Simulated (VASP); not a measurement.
Sb2S3: single point with PBE+D3(BJ)

Sb2S3:

```
Sb S
1.0
    11.16429    0.00000    0.00000
     0.00000    3.84547    0.00000
     0.00000    0.00000   10.94319
Sb S
8 12
Direct
  0.47895 0.25000 0.32630
  0.02105 0.75000 0.82630
  0.97895 0.25000 0.17370
  0.52105 0.75000 0.67370
  0.34558 0.75000 0.03430
  0.15442 0.25000 0.53430
  0.84558 0.75000 0.46570
  0.65442 0.25000 0.96570
  0.28891 0.25000 0.19369
  0.21109 0.75000 0.69369
  0.78891 0.25000 0.30631
  0.71109 0.75000 0.80631
  0.55067 0.75000 0.12654
  0.94933 0.25000 0.62654
  0.05067 0.75000 0.37346
  0.44933 0.25000 0.87346
  0.37548 0.75000 0.44139
  0.12452 0.25000 0.94139
  0.87548 0.75000 0.05861
  0.62452 0.25000 0.55861
```

```json
{
  "Program": "VASP 6.6.1",
  "Task": "single point",
  "Functional": "PBE",
  "Dispersion": "D3(BJ)",
  "Potentials or basis": "VASP PAW PBE potentials, release 64 (Sb, S)",
  "Cutoff": "500 eV",
  "k mesh": "4 × 8 × 4",
  "Occupations": "gaussian, width 0.02 eV",
  "Spin": "no spin polarisation"
}
```

```yaml
Pressure: -0.2 GPa
Largest_force: 0.014 eV/Å
Band_gap_on_the_k_mesh: 1.21 eV
Dispersion_energy_per_atom: -0.380 eV
```

Forces on the atoms (eV/Å):
```
Sb   0.005  0.000 -0.013
Sb  -0.005  0.000 -0.013
Sb   0.005  0.000  0.013
Sb  -0.005  0.000  0.013
Sb   0.007  0.000  0.001
Sb  -0.007  0.000  0.001
Sb   0.007  0.000 -0.001
Sb  -0.007  0.000 -0.001
S    0.001  0.000 -0.003
S   -0.001  0.000 -0.003
S    0.001  0.000  0.003
S   -0.001  0.000  0.003
S    0.004  0.000  0.005
S   -0.004  0.000  0.005
S    0.004  0.000 -0.005
S   -0.004  0.000 -0.005
S   -0.008  0.000  0.004
S    0.008  0.000  0.004
S   -0.008  0.000 -0.004
S    0.008  0.000 -0.004
```

Levels at points of the mesh, in eV from the valence-band top:
| k point | band 54 | band 55 | band 56 | band 57 | band 58 | band 59 |
| --- | --- | --- | --- | --- | --- | --- |
| (0.00, 0.00, 0.00) | -0.26 | -0.16 | 0.00 | 1.21 | 1.52 | 1.54 |
| (0.50, 0.00, 0.00) | -0.19 | -0.06 | -0.06 | 1.48 | 1.48 | 1.70 |
| (0.00, 0.50, 0.00) | -0.68 | -0.14 | -0.14 | 1.94 | 1.94 | 2.16 |
| (0.50, 0.50, 0.00) | -0.41 | -0.41 | -0.41 | 2.17 | 2.17 | 2.17 |
| (0.00, 0.00, 0.50) | -0.23 | -0.16 | -0.16 | 1.25 | 1.25 | 2.05 |
| (0.50, 0.00, 0.50) | -0.37 | -0.36 | -0.36 | 1.31 | 1.31 | 2.05 |
| (0.00, 0.50, 0.50) | -0.79 | -0.51 | -0.51 | 1.75 | 1.75 | 1.95 |
| (0.50, 0.50, 0.50) | -0.84 | -0.84 | -0.84 | 1.97 | 1.97 | 1.97 |

Wall time 10 min on 4 MPI ranks on Intel(R) Xeon(R) Platinum 8259CL CPU @ 2.50GHz (Skylake/Cascade Lake), on a shared host, peak memory 1.1 GiB a rank.

Caveat: spin-orbit coupling is left out, which moves the levels of the heavy elements. A k mesh can miss the band edges.
